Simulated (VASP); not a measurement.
# Sr32O31 (a cell with a defect) in VASP: a series of runs

Sr32O31 (a cell with a defect) is run at these levels: PBEsol; tasks: relaxation of the atoms, single point.

All numbers are computed with VASP 6.6.1; they aren't measurements. Logs are shortened: lines on timing, memory, paths and dates and some standing lists are left out, and cuts for length are marked.

## Step 1: The cell of the first run

The cell holds a defect, 63 atoms: a = 10.245 Å, b = 10.245 Å, c = 10.245 Å, α = 90.00°, β = 90.00°, γ = 90.00°.

## Step 2: Relaxation of the atoms, PBEsol

The input, INCAR:

```
  PREC = Accurate
  ENCUT = 520
  EDIFF = 1E-7
  ISMEAR = -1
  SIGMA = 0.05
  LREAL = Auto
  LASPH = True
  NELM = 120
  ALGO = Normal
  ISIF = 2
  LWAVE = False
  LCHARG = False
  GGA = PS
  IBRION = 2
  NSW = 100
  EDIFFG = -0.03
  NELECT = 504.0
  ISYM = -1
  GGA_COMPAT = False
  NELMIN = 4
  KPAR = 1
```

The input, KPOINTS:

```
explicit points
1
Reciprocal
  0.25000000   0.25000000   0.25000000 1
```

The input, POSCAR:

```
Sr32O31
1.0
   10.2454930000      0.0000000000      0.0000000000
    0.0000000000     10.2454930000      0.0000000000
    0.0000000000      0.0000000000     10.2454930000
O Sr
31 32
Direct
    0.2482960000      0.9999810000      0.9985090000
    0.2523920000      0.0031110000      0.5027230000
    0.2521710000      0.4985020000      0.0009100000
    0.7514410000      0.0026120000      0.0004530000
    0.7522060000      0.9990050000      0.5031760000
    0.7496310000      0.4992990000      0.0000470000
    0.7473850000      0.4999490000      0.5011930000
    0.0011070000      0.2461400000      0.0014150000
    0.0038420000      0.2484870000      0.5017550000
    0.9971930000      0.7504390000      0.9995430000
    0.0007220000      0.7499860000      0.5018210000
    0.4994420000      0.2485810000      0.0013980000
    0.4994580000      0.2506140000      0.4988820000
    0.5020350000      0.7511780000      0.9986810000
    0.4997020000      0.7504550000      0.4994530000
    0.9980580000      0.0008730000      0.2511580000
    0.9965060000      0.0006690000      0.7509030000
    0.0017980000      0.4992090000      0.2505800000
    0.0013070000      0.4975670000      0.7506130000
    0.5032260000      0.9989430000      0.2492790000
    0.4991950000      0.9996600000      0.7454940000
    0.4974790000      0.5032760000      0.2475380000
    0.5032200000      0.5017490000      0.7478080000
    0.2486420000      0.2472430000      0.2487830000
    0.2508710000      0.2494630000      0.7518960000
    0.2502860000      0.7503230000      0.2498150000
    0.2474590000      0.7520920000      0.7501870000
    0.7508440000      0.2493090000      0.2494930000
    0.7540050000      0.2509990000      0.7489350000
    0.7481370000      0.7520120000      0.2467690000
    0.7482530000      0.7487080000      0.7507520000
    0.0018480000      0.0020350000      0.0003540000
    0.9980090000      0.9995290000      0.5020050000
    0.9992190000      0.4973460000      0.0013510000
    0.9998930000      0.5029980000      0.4983400000
    0.5026460000      0.0009000000      0.0030120000
    0.4984400000      0.9977850000      0.5013080000
    0.4988740000      0.4970050000      0.0008370000
    0.4996540000      0.5012230000      0.4970340000
    0.2502680000      0.2496650000      0.0029840000
    0.2526770000      0.2476790000      0.5023300000
    0.2498820000      0.7509260000      0.0009450000
    0.2512210000      0.7504920000      0.4967800000
    0.7517330000      0.2504490000      0.0016290000
    0.7496670000      0.2488510000      0.4990960000
    0.7478120000      0.7496910000      0.0017870000
    0.7480750000      0.7489430000      0.4986770000
    0.2508670000      0.9994070000      0.2498690000
    0.2531880000      0.0005530000      0.7505380000
    0.2518660000      0.4994350000      0.2492520000
    0.2476710000      0.5000600000      0.7510800000
    0.7499210000      0.9982630000      0.2457360000
    0.7514200000      0.0007460000      0.7544400000
    0.7473540000      0.5003620000      0.2487530000
    0.7494920000      0.4961510000      0.7509430000
    0.0003650000      0.2508570000      0.2517850000
    0.9989290000      0.2472280000      0.7464190000
    0.9998420000      0.7479320000      0.2500710000
    0.9994070000      0.7515740000      0.7491080000
    0.5004280000      0.2516250000      0.2473690000
    0.4994670000      0.2515650000      0.7502350000
    0.4977810000      0.7527870000      0.2510860000
    0.4992830000      0.7500300000      0.7482780000
```

Potentials or basis: VASP PAW PBE potentials, release 64 (O, Sr_sv).

The run is started by

```bash
$ cat potpaw_PBE.64/O/POTCAR potpaw_PBE.64/Sr_sv/POTCAR > POTCAR
$ mpirun -np 8 vasp_std > vasp.out
```

OUTCAR:

```text
PREC = Accurate
   ENCUT = 520
   EDIFF = 1E-7
   ISMEAR = -1
   LREAL = Auto
   LASPH = True
   NELM = 120
   ISIF = 2
   GGA = PS
   IBRION = 2
   NSW = 100
   EDIFFG = -0.03
   NELECT = 504.0
   ISYM = -1
   NELMIN = 4

 ion  position               nearest neighbor table
   1  0.248  1.000  0.999-  32 2.53  49 2.54  42 2.55  40 2.56  48 2.58  36 2.61
   2  0.252  0.003  0.503-  41 2.51  37 2.52  49 2.54  43 2.59  48 2.59  33 2.61
   3  0.252  0.499  0.001-  38 2.53  50 2.54  40 2.55  51 2.56  42 2.59  34 2.59
   4  0.751  0.003  0.000-  52 2.51  53 2.52  44 2.54  36 2.55  32 2.57  46 2.59
   5  0.752  0.999  0.503-  33 2.52  45 2.56  47 2.56  53 2.57  37 2.60  52 2.64
   6  0.750  0.499  0.000-  54 2.55  44 2.55  55 2.55  34 2.56  46 2.57  38 2.57
[... 72 lines left out ...]
                            57 3.61  45 3.62  34 3.62  38 3.63  35 3.64  39 3.65  63 3.65  46 3.65
  56  0.000  0.251  0.252-  24 2.54  18 2.54  28 2.56  16 2.56   9 2.56   8 2.57  34 3.60  45 3.61
                            40 3.61  35 3.61  44 3.61  50 3.62  32 3.62  33 3.63  48 3.64  54 3.64
  57  0.999  0.247  0.746-   9 2.51  29 2.51  17 2.53  19 2.57  25 2.58   8 2.61  33 3.57  53 3.58
                            45 3.60  41 3.61  55 3.61  32 3.62  49 3.63  51 3.63  44 3.64  35 3.65
  58  1.000  0.748  0.250-  18 2.55  26 2.57  10 2.57  30 2.58  11 2.58  16 2.59  35 3.57  43 3.61
                            42 3.62  34 3.62  54 3.62  52 3.62  46 3.62  47 3.63  50 3.63  48 3.64
  59  0.999  0.752  0.749-  11 2.53  27 2.54  17 2.55  10 2.57  31 2.57  19 2.60  33 3.59  53 3.60
                            35 3.62  51 3.62  32 3.63  47 3.64  42 3.64  49 3.64  43 3.65  46 3.65
  60  0.500  0.252  0.247-  12 2.52  28 2.57  13 2.58  22 2.58  24 2.58  20 2.59  38 3.56  40 3.58
                            36 3.59  54 3.59  50 3.60  44 3.60  39 3.62  45 3.63  48 3.64  41 3.64
  61  0.499  0.252  0.750-  25 2.55  23 2.56  12 2.57  13 2.58  21 2.58  29 2.61  55 3.58  41 3.58
                            38 3.59  49 3.60  51 3.62  45 3.63  40 3.64  37 3.64  53 3.64  39 3.64
  62  0.498  0.753  0.251-  20 2.52  26 2.54  15 2.54  22 2.56  30 2.57  14 2.59  43 3.57  48 3.58
                            37 3.59  36 3.60  39 3.60  52 3.61  47 3.61  42 3.61  50 3.62  46 3.62
  63  0.499  0.750  0.748-  23 2.54  15 2.55  31 2.55  21 2.56  14 2.57  27 2.58  37 3.58  49 3.60
                            47 3.61  43 3.62  39 3.62  51 3.63  46 3.64  42 3.64  53 3.64  55 3.65

IMPORTANT INFORMATION: All symmetrisations will be switched off!
NOSYMM: (Re-)initialisation of all symmetry stuff for point group C_1.

----------------------------------------------------------------------------------------

                                     Primitive cell

  volume of cell :    1075.4707

  direct lattice vectors                    reciprocal lattice vectors
    10.245493000  0.000000000  0.000000000     0.097603893  0.000000000  0.000000000
     0.000000000 10.245493000  0.000000000     0.000000000  0.097603893  0.000000000
     0.000000000  0.000000000 10.245493000     0.000000000  0.000000000  0.097603893

  length of vectors
    10.245493000 10.245493000 10.245493000     0.097603893  0.097603893  0.097603893

  position of ions in fractional coordinates (direct lattice)
     0.248296000  0.999981000  0.998509000
     0.252392000  0.003111000  0.502723000
     0.252171000  0.498502000  0.000910000
     0.751441000  0.002612000  0.000453000
     0.752206000  0.999005000  0.503176000
     0.749631000  0.499299000  0.000047000
[... 55 lines left out ...]
     0.497781000  0.752787000  0.251086000
     0.499283000  0.750030000  0.748278000

  ion indices of the primitive-cell ions
   primitive index   ion index
                 1           1
                 2           2
                 3           3
                 4           4
                 5           5
                 6           6
[... 55 lines left out ...]
                62          62
                63          63

[... 38 lines left out ...]
   TEBEG  =    0.0;   TEEND  =   0.0 temperature during run
   PSTRESS=    0.0 pullay stress
   NELECT =     504.0000    total number of electrons
   NUPDOWN=      -1.0000    fix difference up-down
   EMIN   =  10.00;   EMAX   =-10.00  energy-range for DOS
   EFERMI =   0.00;   METHOD = LEGACY
   ISMEAR =    -1;   SIGMA  =   0.05  broadening in eV -4-tet -1-fermi 0-gaus
   EFERMI_NEDOS =   21; number of points for ismear=-14 and -15
   IALGO  =     38    algorithm
   IMIX   =      4    mixing-type and parameters
     AMIX     =   0.40;   BMIX     =  1.00
     AMIX_MAG =   1.60;   BMIX_MAG =  1.00
  volume/ion in A,a.u.               =      17.07       115.20
  Fermi-wavevector in a.u.,A,eV,Ry     =   1.271605  2.402985 22.000331  1.616979
  Thomas-Fermi vector in A             =   2.404529
   LORBIT       =      0    0 simple, 1 ext, 2 COOP (PROOUT), +10 PAW based schemes
   GGA     = PS    functional components
   LHFCALC =     F    Hartree Fock is set to
   AEXX    =    0.0000 exact exchange contribution
   IVDW    =     0    specifies the selected vdW correction
   LEPSILON=     F    determine dielectric tensor
   LRPA    =     F    only Hartree local field effects (RPA)
 conjugate gradient relaxation of ions
 non-spin polarized calculation
  energy-cutoff  :      520.00
  volume of cell :     1075.47
 maximum number of plane-waves:     28978
 NGX is ok and might be reduce to    80
   NGX = 39   NGY = 39   NGZ = 39

--------------------------------------- Ionic step        1  -------------------------------------------

 number of electron     504.0000031 magnetization

 Free energy of the ion-electron system (eV)
  ---------------------------------------------------
  ext. energy  EPLUGINS =         0.00000000
  ---------------------------------------------------
  free energy    TOTEN  =      -398.69185355 eV

  energy without entropy =     -398.66833827  energy(sigma->0) =     -398.68009591

------------------------ aborting loop because EDIFF is reached ----------------------------------------

  FORCE on cell =-STRESS in cart. coord.  units (eV):
  Direction    XX          YY          ZZ          XY          YZ          ZX
  --------------------------------------------------------------------------------------
  -------------------------------------------------------------------------------------
  Total       -7.0923619     -7.3167225     -7.0140356     -0.3561027     -0.4071682     -0.3940804
  in kB      -10.5658122    -10.9000524    -10.4491260     -0.5305023     -0.6065769     -0.5870794
  external PRESSURE =     -10.6383302 kB  Pullay stress =       0.0000000 kB
[... 761 lines left out ...]
  energy  without entropy=     -400.4953597025  energy(sigma->0) =     -400.49535971

--------------------------------------- Ionic step        9  -------------------------------------------

 number of electron     504.0000085 magnetization

 Free energy of the ion-electron system (eV)
  ---------------------------------------------------
  ext. energy  EPLUGINS =         0.00000000
  ---------------------------------------------------
  free energy    TOTEN  =      -400.49712393 eV

  energy without entropy =     -400.49712392  energy(sigma->0) =     -400.49712392

 E-fermi :   2.5321     XC(G=0): -10.2261

 val. band max:        1.4269375888   @ k =   0.2500   0.2500   0.2500
 cond. band min:       3.5674891623   @ k =   0.2500   0.2500   0.2500
 fundamental gap:      2.1405515736
 Fermi energy:         2.5321089310

 k-point     1 :       0.2500    0.2500    0.2500
  band No.  band energies     occupation
      1     -30.8595      2.00000
      2     -30.8359      2.00000
      3     -30.8350      2.00000
      4     -30.8321      2.00000
      5     -30.8194      2.00000
      6     -30.8185      2.00000
[... 256 lines left out ...]
    263       6.5644      0.00000
    264       6.6056      0.00000
 [bands above 264 left out]

------------------------ aborting loop because EDIFF is reached ----------------------------------------

  FORCE on cell =-STRESS in cart. coord.  units (eV):
  Direction    XX          YY          ZZ          XY          YZ          ZX
  --------------------------------------------------------------------------------------
  -------------------------------------------------------------------------------------
  Total       -3.7452393     -3.7483938     -3.7583225     -0.2011506     -0.1810030     -0.2119306
  in kB       -5.5794523     -5.5841517     -5.5989430     -0.2996631     -0.2696483     -0.3157225
  external PRESSURE =      -5.5875156 kB  Pullay stress =       0.0000000 kB
[... 78 lines left out ...]
  FREE ENERGIE OF THE ION-ELECTRON SYSTEM (eV)
  ---------------------------------------------------
  free  energy   TOTEN  =      -400.4971239255 eV

  energy  without entropy=     -400.4971239209  energy(sigma->0) =     -400.49712392

 reached required accuracy - stopping structural energy minimisation
```

Run time: 15 min. Hardware: 8 MPI ranks of Intel Xeon Platinum 8488C (Sapphire Rapids), shared host; peak memory 0.38 GiB.

Results:

| Quantity | Value |
| --- | --- |
| Free energy | -400.4971 eV |
| Energy gained by relaxing | 28.7 meV/atom |
| Ionic steps | 9 |
| Largest force after relaxing | 0.025 eV/Å |

Forces in eV/Å, atoms in the order of the input:
```
O   -0.007  0.011 -0.006
O   -0.012 -0.005 -0.006
O   -0.001  0.001 -0.006
O   -0.004 -0.009 -0.009
O   -0.007  0.007 -0.013
O    0.000  0.006 -0.003
O    0.010  0.002  0.009
O   -0.008  0.003 -0.010
O   -0.017  0.003  0.000
O    0.004  0.013  0.002
O    0.004  0.001  0.001
O   -0.001 -0.001  0.003
O   -0.009 -0.009  0.009
O    0.008 -0.005  0.015
O    0.000 -0.007  0.007
O   -0.002  0.003 -0.013
O    0.009  0.005 -0.003
O   -0.003  0.000 -0.002
O   -0.006  0.008 -0.006
O   -0.005 -0.013  0.005
O    0.006 -0.010  0.014
O    0.007 -0.008  0.018
O   -0.006  0.000  0.010
O   -0.003  0.023  0.001
O   -0.018 -0.003 -0.015
O    0.007 -0.007  0.010
O    0.009 -0.011 -0.005
O    0.001 -0.009 -0.010
O   -0.006 -0.005  0.014
O    0.009  0.000  0.003
O    0.012  0.014  0.004
Sr   0.010 -0.001 -0.005
Sr   0.007  0.017 -0.007
Sr   0.005  0.012 -0.007
Sr   0.008 -0.004 -0.001
Sr  -0.009 -0.011  0.002
Sr  -0.023 -0.001  0.003
Sr  -0.004  0.002  0.005
Sr   0.009 -0.005  0.007
Sr   0.002  0.015 -0.002
Sr  -0.013 -0.006 -0.006
Sr   0.003 -0.008 -0.002
Sr   0.008 -0.009 -0.004
Sr  -0.015  0.005 -0.008
Sr   0.009  0.010  0.004
Sr   0.002 -0.002  0.006
Sr   0.008 -0.009 -0.004
Sr   0.002 -0.005  0.001
Sr  -0.008  0.002 -0.008
Sr   0.004 -0.002 -0.001
Sr   0.005 -0.004  0.002
Sr  -0.011  0.003  0.012
Sr   0.011 -0.004 -0.019
Sr   0.016 -0.006  0.007
Sr  -0.008  0.008  0.002
Sr  -0.006 -0.007 -0.023
Sr  -0.014  0.000  0.012
Sr  -0.004  0.008  0.004
Sr   0.005  0.003 -0.001
Sr   0.004  0.005  0.002
Sr  -0.003 -0.010 -0.002
Sr   0.016 -0.005  0.011
Sr   0.011  0.008  0.006
```

Step by step:
```
step  energy change (eV)  largest force (eV/Å)  pressure (GPa)
   1              0.0000                1.9598           -1.06
   2             -1.4024                1.0482           -0.88
   3             -1.6687                0.4249           -0.67
   4             -1.6704                0.4223           -0.65
   5             -1.7592                0.2471           -0.60
   6             -1.7817                0.1682           -0.54
   7             -1.8013                0.0597           -0.56
   8             -1.8035                0.0452           -0.56
   9             -1.8053                0.0252           -0.56
```

Final structure:
```
CELL_PARAMETERS angstrom
10.24549 0.00000 0.00000
0.00000 10.24549 0.00000
0.00000 0.00000 10.24549
ATOMIC_POSITIONS crystal
O 0.25025 0.99967 0.00036
O 0.25054 0.00012 0.50045
O 0.24999 0.49977 0.00018
O 0.75027 0.00004 0.00034
O 0.75035 0.99980 0.50044
O 0.74997 0.49969 0.99995
O 0.74963 0.49992 0.49970
O 0.00171 0.25079 0.00059
O 0.00505 0.25404 0.50045
O 0.00086 0.74819 0.00007
O 0.00378 0.74569 0.50013
O 0.49916 0.25125 0.99982
O 0.49661 0.25441 0.49966
O 0.49842 0.74893 0.99930
O 0.49554 0.74614 0.49943
O 0.00137 0.99972 0.25192
O 0.00119 0.99967 0.74925
O 0.00417 0.49980 0.25447
O 0.00419 0.49953 0.74616
O 0.49908 0.00033 0.25101
O 0.49886 0.00026 0.74841
O 0.49563 0.50030 0.25317
O 0.49582 0.50006 0.74518
O 0.25038 0.25361 0.25445
O 0.25074 0.25405 0.74656
O 0.24959 0.74601 0.25391
O 0.24952 0.74602 0.74593
O 0.75025 0.25138 0.25153
O 0.75052 0.25118 0.74863
O 0.74955 0.74875 0.25103
O 0.74952 0.74833 0.74865
Sr 0.99828 0.99981 0.00040
Sr 0.99592 0.99954 0.50054
Sr 0.99581 0.49941 0.00035
Sr 0.98114 0.50002 0.50018
Sr 0.50203 0.00021 0.99990
Sr 0.50469 0.00003 0.49987
Sr 0.50409 0.49992 0.99964
Sr 0.51825 0.50015 0.49941
Sr 0.25019 0.24546 0.00027
Sr 0.25082 0.23147 0.50048
Sr 0.24973 0.75414 0.00004
Sr 0.24969 0.76876 0.50004
Sr 0.75065 0.24814 0.00035
Sr 0.75002 0.24566 0.49999
Sr 0.74976 0.75153 0.99977
Sr 0.74959 0.75416 0.50000
Sr 0.25001 0.00011 0.24614
Sr 0.25037 0.99984 0.75448
Sr 0.25000 0.49993 0.23153
Sr 0.24977 0.49993 0.76868
Sr 0.75041 0.99981 0.24820
Sr 0.74991 0.00003 0.75221
Sr 0.74951 0.50010 0.24572
Sr 0.75010 0.49963 0.75398
Sr 0.00024 0.24980 0.25083
Sr 0.00042 0.24951 0.75013
Sr 0.99968 0.74977 0.24985
Sr 0.99951 0.74989 0.75044
Sr 0.50037 0.24973 0.24959
Sr 0.50058 0.25014 0.75018
Sr 0.49966 0.75048 0.24927
Sr 0.49978 0.74999 0.74979
```

Caveat: the cell carries a net charge on a neutralising background, which shifts energy and pressure; the cell is charged against a uniform background, so pressure and absolute levels hang on convention; the PAW data sets were made with another functional, which shifts forces and pressure a little.

[end of part 1 of 2]
